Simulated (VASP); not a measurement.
# SiC (F-43m) in VASP: notebook

The runs below take SiC through single point, relaxation of cell and atoms, with PBEsol.

All numbers are computed with VASP 6.6.1; they aren't measurements. Logs are shortened: lines on timing, memory, paths and dates and some standing lists are left out, and cuts for length are marked.

## Step 1: The cell of the first run

The structure is cubic, space group F-43m (No. 216). The conventional cell has a = 4.357 Å, b = 4.357 Å, c = 4.357 Å, α = 90.00°, β = 90.00°, γ = 90.00°. Within 2.5 Å of Si (site symmetry -43m) lie 4 C at 1.89 Å. Within 2.5 Å of C (site symmetry -43m) lie 4 Si at 1.89 Å.

## Step 2: Single point, PBEsol

The input, INCAR:

```
SYSTEM = SiC
PREC = Accurate ; ENCUT = 520
EDIFF = 1E-6 ; ISMEAR = -1
SIGMA = 0.05 ; LREAL = .FALSE.
LASPH = .TRUE. ; NELM = 100
ALGO = Normal ; ISIF = 2
LWAVE = .FALSE. ; LCHARG = .FALSE.
GGA = PS ; NBANDS = 11
```

The input, KPOINTS:

```
regular mesh
0
G
  16 16 16
  0 0 0
```

The input, POSCAR:

```
SiC
1.0
    0.0000000000      2.1784118711      2.1784118711
    2.1784118711      0.0000000000      2.1784118711
    2.1784118711      2.1784118711      0.0000000000
Si C
1 1
Direct
    0.0000000000      0.0000000000      0.0000000000
    0.7500000000      0.7500000000      0.7500000000
```

Potentials or basis: VASP PAW PBE potentials, release 64 (Si, C).

Launch:

```sh
cat potpaw_PBE.64/Si/POTCAR potpaw_PBE.64/C/POTCAR > POTCAR
mpirun -np 1 vasp_std > vasp.out
```

OUTCAR:

```text
SYSTEM = SiC
   PREC = Accurate
   ENCUT = 520
   EDIFF = 1E-6
   ISMEAR = -1
   LREAL = .FALSE.
   LASPH = .TRUE.
   NELM = 100
   ISIF = 2
   GGA = PS

 ion  position               nearest neighbor table
   1  0.000  0.000  0.000-   2 1.89   2 1.89   2 1.89   2 1.89
   2  0.750  0.750  0.750-   1 1.89   1 1.89   1 1.89   1 1.89

  LATTYP: Found a face centered cubic cell.
 ALAT       =     4.3568237422

  Lattice vectors:

 A1 = (   0.0000000000,   2.1784118711,   2.1784118711)
 A2 = (   2.1784118711,   0.0000000000,   2.1784118711)
 A3 = (   2.1784118711,   2.1784118711,   0.0000000000)

Analysis of symmetry for initial positions (statically):
=====================================================================
 Subroutine PRICEL returns:
 Original cell was already a primitive cell.

 Routine SETGRP: Setting up the symmetry group for a
 face centered cubic supercell.

 Subroutine GETGRP returns: Found 24 space group operations
 (whereof 24 operations were pure point group operations)
 out of a pool of 48 trial point group operations.

The static configuration has the point symmetry T_d .

Analysis of symmetry for dynamics (positions and initial velocities):
=====================================================================
 Subroutine PRICEL returns:
 Original cell was already a primitive cell.

 Routine SETGRP: Setting up the symmetry group for a
 face centered cubic supercell.

 Subroutine GETGRP returns: Found 24 space group operations
 (whereof 24 operations were pure point group operations)
 out of a pool of 48 trial point group operations.

The dynamic configuration has the point symmetry T_d .

 Subroutine INISYM returns: Found 24 space group operations
 (whereof 24 operations are pure point group operations),
 and found     1 'primitive' translations

----------------------------------------------------------------------------------------

                                     Primitive cell

  volume of cell :      20.6752

  direct lattice vectors                    reciprocal lattice vectors
     0.000000000  2.178411871  2.178411871    -0.229525007  0.229525007  0.229525007
     2.178411871  0.000000000  2.178411871     0.229525007 -0.229525007  0.229525007
     2.178411871  2.178411871  0.000000000     0.229525007  0.229525007 -0.229525007

  length of vectors
     3.080739613  3.080739613  3.080739613     0.397548974  0.397548974  0.397548974

  position of ions in fractional coordinates (direct lattice)
     0.000000000  0.000000000  0.000000000
[... 80 lines left out ...]
   EDIFFG = 0.1E-04   stopping-criterion for IOM
   NSW    =      0    number of steps for IOM
   IBRION =     -1    ionic relax: 0-MD 1-quasi-New 2-CG
   NFREE  =      0    steps in history (QN), initial steepest desc. (CG)
   ISIF   =      2    stress and relaxation
   ISYM   =      2    0-nonsym 1-usesym 2-fastsym
   POTIM  = 0.5000    time-step for ionic-motion
   TEBEG  =    0.0;   TEEND  =   0.0 temperature during run
   PSTRESS=    0.0 pullay stress
   NELECT =       8.0000    total number of electrons
   NUPDOWN=      -1.0000    fix difference up-down
   EMIN   =  10.00;   EMAX   =-10.00  energy-range for DOS
   EFERMI =   0.00;   METHOD = LEGACY
   ISMEAR =    -1;   SIGMA  =   0.05  broadening in eV -4-tet -1-fermi 0-gaus
   EFERMI_NEDOS =   21; number of points for ismear=-14 and -15
   IALGO  =     38    algorithm
   IMIX   =      4    mixing-type and parameters
     AMIX     =   0.40;   BMIX     =  1.00
     AMIX_MAG =   1.60;   BMIX_MAG =  1.00
  volume/ion in A,a.u.               =      10.34        69.76
  Fermi-wavevector in a.u.,A,eV,Ry     =   1.192948  2.254345 19.362789  1.423125
  Thomas-Fermi vector in A             =   2.328974
   LORBIT       =      0    0 simple, 1 ext, 2 COOP (PROOUT), +10 PAW based schemes
   GGA     = PS    functional components
   LHFCALC =     F    Hartree Fock is set to
   AEXX    =    0.0000 exact exchange contribution
   IVDW    =     0    specifies the selected vdW correction
   LEPSILON=     F    determine dielectric tensor
   LRPA    =     F    only Hartree local field effects (RPA)
 non-spin polarized calculation
  energy-cutoff  :      520.00
  volume of cell :       20.68
 maximum number of plane-waves:       568
   NGX = 11   NGY = 11   NGZ = 11

 number of electron       8.0000001 magnetization

 Free energy of the ion-electron system (eV)
  ---------------------------------------------------
  ext. energy  EPLUGINS =         0.00000000
  ---------------------------------------------------
  free energy    TOTEN  =       -15.91512400 eV

  energy without entropy =      -15.91512398  energy(sigma->0) =      -15.91512399

 E-fermi :   8.7281     XC(G=0): -11.5085

 val. band max:        8.0654767660   @ k =   0.0000   0.0000   0.0000
 cond. band min:       9.2986875523   @ k =   0.5000   0.5000   0.0000
 fundamental gap:      1.2332107863
 Fermi energy:         8.7281148880

 k-point     1 :       0.0000    0.0000    0.0000
  band No.  band energies     occupation
      1      -7.3650      2.00000
      2       8.0655      2.00000
      3       8.0655      2.00000
      4       8.0655      2.00000
      5      14.2621      0.00000
      6      15.3137      0.00000
      7      15.3137      0.00000
      8      15.3137      0.00000
      9      22.5266      0.00000
     10      22.5266      0.00000
     11      24.3406      0.00000
[... 309 lines left out ...]
 k-point    24 :      -0.0625    0.0625    0.0000
  band No.  band energies     occupation
      1      -7.1605      2.00000
      2       7.1507      2.00000
      3       7.6536      2.00000
      4       8.0435      2.00000
      5      14.6388      0.00000
      6      15.2630      0.00000
      7      15.4403      0.00000
      8      15.9356      0.00000
      9      21.0568      0.00000
     10      21.9081      0.00000
     11      24.7400      0.00000

 [... further k-points ...]
[... 5 lines left out ...]
  --------------------------------------------------------------------------------------
  -------------------------------------------------------------------------------------
  Total        0.0455439      0.0455439      0.0455439      0.0000000      0.0000000     -0.0000000
  in kB        3.5293183      3.5293183      3.5293183      0.0000000      0.0000000     -0.0000000
  external PRESSURE =       3.5293183 kB  Pullay stress =       0.0000000 kB

 VOLUME and BASIS-vectors are now :
 -----------------------------------------------------------------------------
  energy-cutoff  :      520.00
  volume of cell :       20.68
      direct lattice vectors                 reciprocal lattice vectors
     0.000000000  2.178411871  2.178411871    -0.229525007  0.229525007  0.229525007
     2.178411871  0.000000000  2.178411871     0.229525007 -0.229525007  0.229525007
     2.178411871  2.178411871  0.000000000     0.229525007  0.229525007 -0.229525007

 POSITION                                       TOTAL-FORCE (eV/Angst)
 -----------------------------------------------------------------------------------
      0.00000      0.00000      0.00000        -0.000000     -0.000000     -0.000000
      3.26762      3.26762      3.26762         0.000000      0.000000      0.000000
 -----------------------------------------------------------------------------------
    total drift:                               -0.000000     -0.000000     -0.000000

  FREE ENERGIE OF THE ION-ELECTRON SYSTEM (eV)
  ---------------------------------------------------
  free  energy   TOTEN  =       -15.9151240031 eV

  energy  without entropy=      -15.9151239786  energy(sigma->0) =      -15.91512399
```

OSZICAR:

```text
N       E                     dE             d eps       ncg     rms          rms(c)
DAV:   1     0.325055429448E+01    0.32506E+01   -0.39973E+03  3305   0.615E+02
DAV:   2    -0.171051107003E+02   -0.20356E+02   -0.19483E+02  4057   0.110E+02
DAV:   3    -0.177125536467E+02   -0.60744E+00   -0.60625E+00  3923   0.160E+01
DAV:   4    -0.177146754104E+02   -0.21218E-02   -0.21216E-02  3630   0.121E+00
DAV:   5    -0.177146845977E+02   -0.91873E-05   -0.91872E-05  3923   0.737E-02    0.875E+00
DAV:   6    -0.159947816157E+02    0.17199E+01   -0.60407E+00  3583   0.109E+01    0.393E+00
DAV:   7    -0.159297368019E+02    0.65045E-01   -0.37393E-01  3837   0.345E+00    0.177E+00
DAV:   8    -0.159153032920E+02    0.14434E-01   -0.20972E-02  3655   0.921E-01    0.164E-01
DAV:   9    -0.159150784049E+02    0.22489E-03   -0.17345E-03  3935   0.220E-01    0.110E-01
DAV:  10    -0.159151235997E+02   -0.45195E-04   -0.12454E-04  3628   0.704E-02    0.253E-02
DAV:  11    -0.159151237424E+02   -0.14273E-06   -0.12547E-05  3847   0.194E-02    0.584E-03
DAV:  12    -0.159151240031E+02   -0.26066E-06   -0.71446E-07  2171   0.521E-03
   1 F= -.15915124E+02 E0= -.15915124E+02  d E =-.244592E-07
```

Run time: 44 s. Hardware: 1 thread of AMD EPYC 7R13, shared host; peak memory 0.13 GiB.

Results:

```yaml
Free_energy: -15.9151 eV
Pressure: 0.4 GPa
Band_gap_on_the_k_mesh: 1.23 eV, indirect (least direct gap 4.44 eV)
```

Caveat: the PAW data sets were made with another functional, which shifts forces and pressure a little.

## Step 3: Relaxation of cell and atoms, PBEsol

The input, INCAR:

```
PREC = Accurate
ENCUT = 600
EDIFF = 1E-7
ISMEAR = -1
SIGMA = 0.05
LREAL = False
LASPH = True
NELM = 100
ALGO = Normal
ISIF = 3
LWAVE = False
LCHARG = False
GGA = PS
IBRION = 2
NSW = 100
EDIFFG = -0.002
```

The input, KPOINTS:

```
regular mesh
0
Gamma
  16 16 16
```

The input, POSCAR:

```
SiC
1.0
    0.0000000000      2.1790000000      2.1790000000
    2.1790000000      0.0000000000      2.1790000000
    2.1790000000      2.1790000000      0.0000000000
Si C
1 1
Direct
    0.0000000000      0.0000000000      0.0000000000
    0.7500000000      0.7500000000      0.7500000000
```

Potentials or basis: VASP PAW PBE potentials, release 64 (Si, C).

Launch:

```sh
cat potpaw_PBE.64/Si/POTCAR potpaw_PBE.64/C/POTCAR > POTCAR
mpirun -np 1 vasp_std > vasp.out
```

OUTCAR:

```text
PREC = Accurate
   ENCUT = 600
   EDIFF = 1E-7
   ISMEAR = -1
   LREAL = False
   LASPH = True
   NELM = 100
   ISIF = 3
   GGA = PS
   IBRION = 2
   NSW = 100
   EDIFFG = -0.002

 ion  position               nearest neighbor table
   1  0.000  0.000  0.000-   2 1.89   2 1.89   2 1.89   2 1.89
   2  0.750  0.750  0.750-   1 1.89   1 1.89   1 1.89   1 1.89

  LATTYP: Found a face centered cubic cell.
 ALAT       =     4.3580000000

  Lattice vectors:

 A1 = (   0.0000000000,   2.1790000000,   2.1790000000)
 A2 = (   2.1790000000,   0.0000000000,   2.1790000000)
 A3 = (   2.1790000000,   2.1790000000,   0.0000000000)

Analysis of symmetry for initial positions (statically):
=====================================================================
 Subroutine PRICEL returns:
 Original cell was already a primitive cell.

 Routine SETGRP: Setting up the symmetry group for a
 face centered cubic supercell.

 Subroutine GETGRP returns: Found 24 space group operations
 (whereof 24 operations were pure point group operations)
 out of a pool of 48 trial point group operations.

The static configuration has the point symmetry T_d .

Analysis of symmetry for dynamics (positions and initial velocities):
=====================================================================
 Subroutine PRICEL returns:
 Original cell was already a primitive cell.

 Routine SETGRP: Setting up the symmetry group for a
 face centered cubic supercell.

 Subroutine GETGRP returns: Found 24 space group operations
 (whereof 24 operations were pure point group operations)
 out of a pool of 48 trial point group operations.

The dynamic configuration has the point symmetry T_d .
[... 122 lines left out ...]
  Thomas-Fermi vector in A             =   2.328660
   LORBIT       =      0    0 simple, 1 ext, 2 COOP (PROOUT), +10 PAW based schemes
   GGA     = PS    functional components
   LHFCALC =     F    Hartree Fock is set to
   AEXX    =    0.0000 exact exchange contribution
   IVDW    =     0    specifies the selected vdW correction
   LEPSILON=     F    determine dielectric tensor
   LRPA    =     F    only Hartree local field effects (RPA)
 conjugate gradient relaxation of ions
 non-spin polarized calculation
  energy-cutoff  :      600.00
  volume of cell :       20.69
 maximum number of plane-waves:       701
 NGX is ok and might be reduce to    28
   NGX = 13   NGY = 13   NGZ = 13

--------------------------------------- Ionic step        1  -------------------------------------------

 number of electron       8.0000000 magnetization

 Free energy of the ion-electron system (eV)
  ---------------------------------------------------
  ext. energy  EPLUGINS =         0.00000000
  ---------------------------------------------------
  free energy    TOTEN  =       -15.91627205 eV

  energy without entropy =      -15.91627202  energy(sigma->0) =      -15.91627204

------------------------ aborting loop because EDIFF is reached ----------------------------------------

  FORCE on cell =-STRESS in cart. coord.  units (eV):
  Direction    XX          YY          ZZ          XY          YZ          ZX
  --------------------------------------------------------------------------------------
  -------------------------------------------------------------------------------------
  Total        0.0049795      0.0049795      0.0049795     -0.0000000      0.0000000     -0.0000000
  in kB        0.3855648      0.3855648      0.3855648     -0.0000000      0.0000000     -0.0000000
  external PRESSURE =       0.3855648 kB  Pullay stress =       0.0000000 kB
[... 59 lines left out ...]
--------------------------------------- Ionic step        3  -------------------------------------------

 number of electron       8.0000000 magnetization

 Free energy of the ion-electron system (eV)
  ---------------------------------------------------
  ext. energy  EPLUGINS =         0.00000000
  ---------------------------------------------------
  free energy    TOTEN  =       -15.91627233 eV

  energy without entropy =      -15.91627230  energy(sigma->0) =      -15.91627231

 E-fermi :   8.7172     XC(G=0): -11.5041

 val. band max:        8.0538019734   @ k =   0.0000   0.0000   0.0000
 cond. band min:       9.2883529440   @ k =   0.5000   0.5000   0.0000
 fundamental gap:      1.2345509706
 Fermi energy:         8.7172174017

 k-point     1 :       0.0000    0.0000    0.0000
  band No.  band energies     occupation
      1      -7.3688      2.00000
      2       8.0538      2.00000
      3       8.0538      2.00000
      4       8.0538      2.00000
      5      14.2387      0.00000
      6      15.2959      0.00000
      7      15.2959      0.00000
      8      15.2959      0.00000
[... 243 lines left out ...]
 k-point    24 :      -0.0625    0.0625    0.0000
  band No.  band energies     occupation
      1      -7.1644      2.00000
      2       7.1391      2.00000
      3       7.6422      2.00000
      4       8.0318      2.00000
      5      14.6169      0.00000
      6      15.2445      0.00000
      7      15.4224      0.00000
      8      15.9170      0.00000

 [... further k-points ...]
[... 5 lines left out ...]
  --------------------------------------------------------------------------------------
  -------------------------------------------------------------------------------------
  Total       -0.0003420     -0.0003420     -0.0003420      0.0000000      0.0000000      0.0000000
  in kB       -0.0264792     -0.0264792     -0.0264792      0.0000000      0.0000000      0.0000000
  external PRESSURE =      -0.0264792 kB  Pullay stress =       0.0000000 kB
[... 17 lines left out ...]
  FREE ENERGIE OF THE ION-ELECTRON SYSTEM (eV)
  ---------------------------------------------------
  free  energy   TOTEN  =       -15.9162723266 eV

  energy  without entropy=      -15.9162723024  energy(sigma->0) =      -15.91627231

 reached required accuracy - stopping structural energy minimisation
```

OSZICAR:

```text
N       E                     dE             d eps       ncg     rms          rms(c)
DAV:   1     0.702272745254E+01    0.70227E+01   -0.44947E+03  2400   0.950E+02
DAV:   2    -0.172580978048E+02   -0.24281E+02   -0.23015E+02  3336   0.115E+02
DAV:   3    -0.177115954945E+02   -0.45350E+00   -0.45350E+00  2752   0.194E+01
[... 15 lines left out ...]
DAV:   4    -0.159162717686E+02    0.72622E-07   -0.31007E-08  1256   0.113E-03
   2 F= -.15916272E+02 E0= -.15916272E+02  d E =0.278493E-06
       N       E                     dE             d eps       ncg     rms          rms(c)
DAV:   1    -0.159162724494E+02   -0.60817E-06   -0.95240E-06  2480   0.270E-02    0.359E-03
DAV:   2    -0.159162723248E+02    0.12460E-06   -0.42870E-07  2704   0.433E-03    0.181E-03
DAV:   3    -0.159162723266E+02   -0.17330E-08   -0.56267E-08  1216   0.172E-03
   3 F= -.15916272E+02 E0= -.15916272E+02  d E =-.279423E-06
```

CONTCAR:

```text
SiC
   1.00000000000000
     0.0000000000000000    2.1791269309189087    2.1791269309189087
     2.1791269309189087    0.0000000000000000    2.1791269309189087
     2.1791269309189087    2.1791269309189087   -0.0000000000000000
  Si              C
     1     1
Direct
     0.0000000000000000    0.0000000000000000    0.0000000000000000
     0.7500000000000000    0.7500000000000000    0.7500000000000000

  0.00000000E+00  0.00000000E+00  0.00000000E+00
  0.00000000E+00  0.00000000E+00  0.00000000E+00
```

Run time: 78 s. Hardware: 1 thread of AMD EPYC 7R13, shared host; peak memory 0.14 GiB.

Results:

| Quantity | Value |
| --- | --- |
| Free energy | -15.9163 eV |
| Relaxed volume | 10.35 Å³/atom |
| Relaxed cell | a = 3.082 Å, b = 3.082 Å, c = 3.082 Å, α = 60.00°, β = 60.00°, γ = 60.00° |
| Space group after relaxing (to 0.05 Å) | F-43m (No. 216) |
| Energy gained by relaxing | 0.0 meV/atom |
| Ionic steps | 3 |
| Pressure after relaxing | 0.0 GPa |
| Band gap on the k mesh | 1.23 eV, indirect (least direct gap 4.44 eV) |

Final structure:
```cif
data_structure
_symmetry_space_group_name_H-M 'P 1'
_symmetry_Int_Tables_number 1
_cell_length_a 3.0818
_cell_length_b 3.0818
_cell_length_c 3.0818
_cell_angle_alpha 60.000
_cell_angle_beta 60.000
_cell_angle_gamma 60.000
_cell_volume 20.70
loop_
_atom_site_label
_atom_site_type_symbol
_atom_site_fract_x
_atom_site_fract_y
_atom_site_fract_z
_atom_site_occupancy
Si1 Si 0.00000 0.00000 0.00000 1
C1 C 0.75000 0.75000 0.75000 1
```

Levels at points of the mesh, in eV from the valence-band top:
```tsv
k point	band 1	band 2	band 3	band 4	band 5	band 6	band 7	band 8
(0.00, 0.00, 0.00)	-15.42	0.00	0.00	0.00	6.18	7.24	7.24	7.24
(0.50, 0.00, 0.00)	-11.82	-8.60	-1.06	-1.06	5.37	7.14	7.14	9.91
(0.50, 0.50, 0.00)	-10.36	-7.83	-3.21	-3.21	1.23	4.20	13.95	13.95
```

Caveat: the PAW data sets were made with another functional, which shifts forces and pressure a little. Expect the measured gap to be larger: semilocal functionals such as PBEsol lack the derivative discontinuity.
